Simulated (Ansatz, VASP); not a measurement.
# Ta: VASP beside Ansatz

The input POSCAR:

```
Ta
1.0
    2.8879886106      0.0000000000      0.0000000000
   -1.4439943053      2.4010286425      0.0000000000
    0.0000000000      0.0000000000      5.1181138697
Ta
2
Direct
    0.6666666667      0.3333333333      0.7500000000
    0.3333333333      0.6666666667      0.2500000000
```

The input INCAR.step1:

```
SYSTEM = Ta
PREC = Accurate
ENCUT = 520
ISMEAR = 0
SIGMA = 0.15
LREAL = .False.
LASPH = .True.
NELM = 100
NBANDS = 18
GGA = PE
ALGO = Normal
EDIFF = 1E-4
LWAVE = .True.
LCHARG = .False.
```

INCAR.step2

```
SYSTEM = Ta
PREC = Accurate
ENCUT = 520
EDIFF = 1E-6
ISMEAR = 0
SIGMA = 0.15
LREAL = .False.
LASPH = .True.
NELM = 100
ALGO = Normal
ISIF = 2
LWAVE = .False.
LCHARG = .False.
METAGGA = R2SCAN
LMIXTAU = .True.
NBANDS = 18
ISTART = 1
```

Contents of KPOINTS:

```
Automatic mesh
0
Gamma
  24 24 12
  0 0 0
```

Input for Ansatz:

```yaml
crystal:
  lattice:
    - [2.8879886106, 0.0, 0.0]
    - [-1.4439943053, 2.4010286425, 0.0]
    - [0.0, 0.0, 5.1181138697]
  atoms:
    - { symbol: Ta, position: [0.6666666667, 0.3333333333, 0.75] }
    - { symbol: Ta, position: [0.3333333333, 0.6666666667, 0.25] }
basis:
  ecutwfc: 500
kpoints:
  mp_grid: { grid: [24, 24, 12] }
hamiltonian:
  xc: r2scan
scf:
  occupations: { method: gaussian, width: 0.15 }
output:
  forces: true
  stress: true
  eigenvalues: true
```

Change from the starting cell: strain -0.0400 x Voigt [0, 1, 0, 0, 0, 0], atoms carried along.

Alike in both runs: task single point; functional r2SCAN; k mesh 24 × 24 × 12; occupations gaussian, width 0.15 eV; no spin polarisation.

```csv
,VASP,Ansatz
version,VASP 6.6.1,Ansatz 0.2.0
potentials or method,"VASP PAW PBE potentials, release 64 (Ta_pv), cutoff 520 eV","scalar-relativistic, plane waves, PAW"
valence electrons in the cell,22,26
```

```tsv
	VASP	Ansatz	Ansatz less VASP
gap on the k mesh at the Fermi level (eV)	none	none	-
pressure (GPa)	9.7	9.0	-0.69
traceless stress, the component that is largest in VASP (GPa)	-3.91	-3.91	-0.002
rms of the force components (eV/Å)	0.142	0.143	+0.0012
```

VASP's potentials were made for PBE, not for r2SCAN. Atom by atom the forces differ by 0.001 eV/Å (rms over components). A gap of «none» marks a metal or a gap that the smearing closes. VASP's potentials hold 22 valence electrons a cell and Ansatz's 26, so a difference there can come from the potentials and not from the codes.

Neither program's run includes spin-orbit coupling.
